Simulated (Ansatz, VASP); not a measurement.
# Rb in VASP and in Ansatz

```xyz
1
Lattice="-2.9545 3.1096 2.7308 2.9545 -3.1096 2.7308 2.9545 3.1096 -2.7308" Properties=species:S:1:pos:R:3 pbc="T T T"
Rb    0.0000    0.0000    0.0000
```

Change from the starting cell: strain +0.0525 x Voigt [0, 1, 0, 0, 0, 0], atoms carried along.

Alike in both runs: task single point; functional PBE; k mesh 12 × 12 × 12; occupations gaussian, width 0.15 eV; no spin polarisation.

|  | VASP | Ansatz |
| --- | --- | --- |
| version | VASP 6.6.1 | Ansatz 0.2.0 |
| potentials or method | VASP PAW PBE potentials, release 64 (Rb_sv), cutoff 520 eV | scalar-relativistic, plane waves, PAW |
| valence electrons in the cell | 9 | 9 |

|  | VASP | Ansatz | Ansatz less VASP |
| --- | --- | --- | --- |
| gap on the k mesh at the Fermi level (eV) | none | none | - |
| pressure (GPa) | -0.2 | -0.2 | 0.00 |

A gap of «none» marks a metal or a gap that the smearing closes.
